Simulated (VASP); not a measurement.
Wanted: the native input for a VASP 6.6.1 run.

```
Task                   : single point
Functional             : PBEsol
Potentials or basis    : VASP PAW PBE potentials, release 64 (Li_sv, In_d, Ir)
Cutoff                 : 520 eV
k mesh                 : 12 × 12 × 18
Occupations            : gaussian, width 0.15 eV
Spin                   : no spin polarisation
Dipole correction      : no
Further INCAR settings : ALGO = Fast; EDIFF = 1e-07; NBANDS = 20
```

The structure of LiInIr lies in POSCAR:

```
LiInIr
1.0
    3.9201926040      0.0000000000      0.0000000000
   -1.9600963020      3.3949863828      0.0000000000
    0.0000000000      0.0000000000      3.4274736121
Li In Ir
1 1 1
Direct
    0.0000000000      0.0000000000      0.0000000000
    0.3333333333      0.6666666667      0.5000000000
    0.6666666667      0.3333333333      0.0000000000
```

This cell differs from its parent crystal: ratio of the length along z to the lengths across it x 1.3, volume and fractional coordinates fixed.

One way to write it, as run:

INCAR

```
  PREC = Accurate
  ENCUT = 520
  EDIFF = 1E-7
  ISMEAR = 0
  SIGMA = 0.15
  LREAL = False
  LASPH = True
  NELM = 80
  ALGO = Fast
  ISIF = 2
  LWAVE = False
  LCHARG = False
  GGA = PS
  NBANDS = 20
```

KPOINTS

```
regular mesh
0
Gamma
  12 12 18
```

Potentials or basis: VASP PAW PBE potentials, release 64 (Li_sv, In_d, Ir).

Command:

```console
$ cat potpaw_PBE.64/Li_sv/POTCAR potpaw_PBE.64/In_d/POTCAR potpaw_PBE.64/Ir/POTCAR > POTCAR
$ mpirun -np 1 vasp_std > vasp.out
```

It took 2.8 min on 1 thread of Intel(R) Xeon(R) 6975P-C (Granite Rapids), on a shared host, peak memory 0.31 GiB.
